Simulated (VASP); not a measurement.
Wanted: the native input for a VASP 6.6.1 run.

```yaml
Task: single point
Functional: PBEsol
Potentials_or_basis: VASP PAW PBE potentials, release 64 (Ru_pv)
Cutoff: 520 eV
k_mesh: 30 × 30 × 16
Occupations: gaussian, width 0.15 eV
Spin: no spin polarisation
Dipole_correction: no
Further_INCAR_settings: ALGO = Fast; EDIFF = 1e-06; NBANDS = 21
```

The structure of Ru lies in POSCAR:

```
Ru
1.0
    2.8392422480      0.0000000000      0.0000000000
   -1.4196211240      2.4588559143      0.0000000000
    0.0000000000      0.0000000000      3.8153214348
Ru
2
Direct
    0.3333333333      0.6666666667      0.2500000000
    0.6666666667      0.3333333333      0.7500000000
```

This cell differs from its parent crystal: ratio of the length along z to the lengths across it x 0.85, volume and fractional coordinates fixed.

One way to write it, as run:

INCAR

```
SYSTEM = Ru
PREC = Accurate
ENCUT = 520
EDIFF = 1E-6
ISMEAR = 0
SIGMA = 0.15
LREAL = .False.
LASPH = .True.
NELM = 80
ALGO = Fast
ISIF = 2
LWAVE = .False.
LCHARG = .True.
GGA = PS
LELF = .True.
LVHAR = .True.
NBANDS = 21
```

KPOINTS

```
regular mesh
0
Gamma
  30 30 16
  0 0 0
```

Potentials or basis: VASP PAW PBE potentials, release 64 (Ru_pv).

Run with:

```console
$ cat potpaw_PBE.64/Ru_pv/POTCAR > POTCAR
$ mpirun -np 1 vasp_std > vasp.out
```

It gave:

```
Pressure               : 11.5 GPa
Band gap on the k mesh : zero (band 14 reaches 14.59 eV, above the bottom of band 15 at 11.80 eV)
```

Caveat: the PAW data sets were made with another functional, which shifts forces and pressure a little.

It took 8.4 min on 1 thread of Intel Xeon 8259CL, with other jobs on the host, peak memory 0.44 GiB.
